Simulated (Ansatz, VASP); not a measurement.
# Two plane-wave programs on RbAl4Cl

File INCAR:

```
SYSTEM = RbAl4Cl
PREC     = Accurate       ! precision mode
ENCUT    = 600            ! plane-wave cutoff, eV
EDIFF    = 1E-7           ! SCF threshold, eV
ISMEAR   = 0              ! smearing method
SIGMA    = 0.1            ! smearing width, eV
LREAL    = .FALSE.        ! projectors in reciprocal space
LASPH    = .TRUE.         ! aspherical terms in the spheres
NELM     = 80             ! most SCF steps
ALGO     = Normal         ! electronic algorithm
ISIF     = 3              ! what is computed and relaxed
LWAVE    = .FALSE.        ! write WAVECAR
LCHARG   = .FALSE.        ! write CHGCAR
GGA      = PE             ! functional
IBRION   = 2              ! ionic algorithm
NSW      = 90             ! ionic steps
EDIFFG   = -0.04          ! ionic threshold
```

Contents of KPOINTS:

```
regular mesh
0
G
  4 4 4
  0 0 0
```

POSCAR

```
RbAl4Cl
1.0
    5.0260520498      0.0000000000      0.0000000000
    0.0000000000      3.4933346281      4.4245379167
    0.0000000000     -3.4933346281      4.4245379167
Rb Al Cl
1 4 1
Direct
    0.0000000000      0.3755052535      0.3755052535
    0.0000000000      0.0102219409      0.0102219409
    0.5000000000      0.2482911643      0.8745496858
    0.5000000000      0.8745496858      0.2482911643
    0.5000000000      0.7549053742      0.7549053742
    0.0000000000      0.7395535797      0.7395535797
```

Input for Ansatz:

```yaml
crystal:
  lattice:
    - [5.0260520498, 0.0, 0.0]
    - [0.0, 3.4933346281, 4.4245379167]
    - [0.0, -3.4933346281, 4.4245379167]
  atoms:
    - { symbol: Rb, position: [0.0, 0.3755052535, 0.3755052535] }
    - { symbol: Al, position: [0.0, 0.0102219409, 0.0102219409] }
    - { symbol: Al, position: [0.5, 0.2482911643, 0.8745496858] }
    - { symbol: Al, position: [0.5, 0.8745496858, 0.2482911643] }
    - { symbol: Al, position: [0.5, 0.7549053742, 0.7549053742] }
    - { symbol: Cl, position: [0.0, 0.7395535797, 0.7395535797] }
basis:
  ecutwfc: 420
kpoints:
  mp_grid: { grid: [4, 4, 4] }
hamiltonian:
  xc: pbe
scf:
  occupations: { method: gaussian, width: 0.1 }
  lower_state_search: "off"
output:
  forces: true
  stress: true
  eigenvalues: true
relax:
  adjacent_minimum: "off"
  f_tol: 0.04
  max_steps: 70
  cell: { stress_tol: 0.4 }
```

Change from the starting cell: the structure that the rattled cell fell into.

Alike in both runs: task relaxation of cell and atoms; functional PBE; k mesh 4 × 4 × 4; occupations gaussian, width 0.1 eV; no spin polarisation.

|  | VASP | Ansatz |
| --- | --- | --- |
| version | VASP 6.6.1 | Ansatz 0.2.0 |
| potentials or method | VASP PAW PBE potentials, release 64 (Rb_sv, Al, Cl), cutoff 600 eV | scalar-relativistic, plane waves, PAW |
| valence electrons in the cell | 28 | 28 |

Ansatz gave:

| Item | Value |
| --- | --- |
| gap on the k mesh at the Fermi level, each at its own relaxed structure (eV) | none |
| relaxed volume (Å³/atom) | 25.87 |
| relaxed cell length with the largest relative difference (Å) | 5.023 |

Task: Estimate VASP's values.

Result: gap on the k mesh at the Fermi level, each at its own relaxed structure (eV): none; relaxed volume (Å³/atom): 25.86; relaxed cell length with the largest relative difference (Å): 5.021.

A gap of «none» marks a metal or a gap that the smearing closes.
